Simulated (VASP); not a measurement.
Write the native input for VASP 6.6.1 that does the following.

* Task: single point
* Functional: b88 exchange, pbe correlation
* Potentials or basis: VASP PAW PBE potentials, release 64 (I, Cu)
* Cutoff: 600 eV
* k mesh: 8 × 8 × 8
* Occupations: fermi-dirac, width 0.01 eV
* Spin: no spin polarisation
* Dipole correction: no
* Further INCAR settings: ALGO = Normal; EDIFF = 1e-06; NBANDS = 16

The structure of CuI lies in POSCAR:

```
CuI
1.0
    0.0000000000      3.0315000000      3.0315000000
    3.0315000000      0.0000000000      3.0315000000
    3.0315000000      3.0315000000      0.0000000000
I Cu
1 1
Direct
    0.0000000000      0.0000000000      0.0000000000
    0.7500000000      0.7500000000      0.7500000000
```

One way to write it, as run:

INCAR

```
PREC = Accurate
ENCUT = 600
EDIFF = 1E-6
ISMEAR = -1
SIGMA = 0.01
LREAL = False
LASPH = True
NELM = 120
ALGO = Normal
ISIF = 2
LWAVE = False
LCHARG = False
GGA = LIBXC
LIBXC1 = GGA_X_B88
LIBXC2 = GGA_C_PBE
NBANDS = 16
GGA_COMPAT = False
```

KPOINTS

```
Automatic mesh
0
Gamma
  8 8 8
```

Potentials or basis: VASP PAW PBE potentials, release 64 (I, Cu).

Run with:

```console
$ cat potpaw_PBE.64/I/POTCAR potpaw_PBE.64/Cu/POTCAR > POTCAR
$ mpirun -np 1 vasp_std > vasp.out
```

Results of the run:

The pressure is 0.6 GPa and the band gap on the k mesh is 1.16 eV.

Caveat: the PAW data sets were made with another functional, which shifts forces and pressure a little; spin-orbit coupling is left out, which moves the levels of the heavy elements.

It took 23 s on 1 thread of Intel(R) Xeon(R) Platinum 8559C (Emerald Rapids), on a shared host, peak memory 0.21 GiB.
